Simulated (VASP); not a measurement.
Input of a VASP 6.6.1 run:

File INCAR:

```
PREC = Accurate ; ENCUT = 600
EDIFF = 1E-6 ; ISMEAR = 1
SIGMA = 0.1 ; LREAL = False
LASPH = True ; NELM = 120
ALGO = Normal ; ISIF = 2
LWAVE = False ; LCHARG = True
GGA = PS ; LELF = True
LVHAR = True ; NBANDS = 30
GGA_COMPAT = False
```

File KPOINTS:

```
regular mesh
0
Gamma
  2 2 3
```

The input POSCAR:

```
IrO2
1.0
    4.5051000000      0.0000000000      0.0000000000
    0.0000000000      4.5051000000      0.0000000000
    0.0000000000      0.0000000000      3.1586000000
Ir O
2 4
Direct
    0.0000000000      0.0000000000      0.0000000000
    0.5000000000      0.5000000000      0.5000000000
    0.3077000000      0.3077000000      0.0000000000
    0.1923000000      0.8077000000      0.5000000000
    0.6923000000      0.6923000000      0.0000000000
    0.8077000000      0.1923000000      0.5000000000
```

Potentials or basis: VASP PAW PBE potentials, release 64 (Ir, O).

Command:

```sh
$ cat potpaw_PBE.64/Ir/POTCAR potpaw_PBE.64/O/POTCAR > POTCAR
$ mpirun -np 1 vasp_std > vasp.out
```

Estimate the band gap on the k mesh.

zero (band 21 reaches 6.29 eV, above the bottom of band 22 at 5.25 eV).

What does it give for the pressure?

-1.8 GPa.

What does it give for the largest force?

0.043 eV/Å.

Stress tensor (GPa, compression positive):
```
-2.79  0.00  0.00
 0.00 -2.79  0.00
 0.00  0.00  0.29
```

Caveat: the k points lie up to 0.70 Å⁻¹ apart; the PAW data sets were made with another functional, which shifts forces and pressure a little; spin-orbit coupling is left out, which moves the levels of the heavy elements.
